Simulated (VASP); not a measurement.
Here is a VASP 6.6.1 calculation.

INCAR

```
SYSTEM = WS2
  PREC = Accurate
  ENCUT = 520
  EDIFF = 1E-8
  ISMEAR = -1
  SIGMA = 0.08
  LREAL = .FALSE.
  LASPH = .TRUE.
  NELM = 80
  ALGO = Normal
  ISIF = 2
  LWAVE = .FALSE.
  LCHARG = .FALSE.
  LEFG = .TRUE.
  NBANDS = 20
```

The input KPOINTS:

```
Automatic mesh
0
G
  13 13 13
  0 0 0
```

Contents of POSCAR:

```
WS2
1.0
    1.5737194071      0.9085873233      6.1427167022
   -1.5737194071      0.9085873233      6.1427167022
    0.0000000000     -1.8171746466      6.1427167022
W S
1 2
Direct
    0.0000000000      0.0000000000      0.0000000000
    0.7503000000      0.7503000000      0.7503000000
    0.5810000000      0.5810000000      0.5810000000
```

Potentials or basis: VASP PAW LDA potentials, release 64 (W_sv, S).

The run is started by

```bash
$ cat potpaw_LDA.64/W_sv/POTCAR potpaw_LDA.64/S/POTCAR > POTCAR
$ mpirun -np 1 vasp_std > vasp.out
```

Problem. What does it give for the pressure?

Solution. -1.6 GPa.

Problem. Estimate the band gap on the k mesh.

Solution. 0.99 eV (least direct gap 2.13 eV).

Stress tensor (GPa, compression positive):
```
-1.81  0.00  0.00
 0.00 -1.81  0.00
 0.00  0.00 -1.18
```

Caveat: without QUAD_EFG the Cq values of the log hold for a quadrupole moment of 1 mb, not for the nuclei; spin-orbit coupling is left out, which moves the levels of the heavy elements; an odd mesh through Γ misses points on the zone boundary, where band edges can lie.
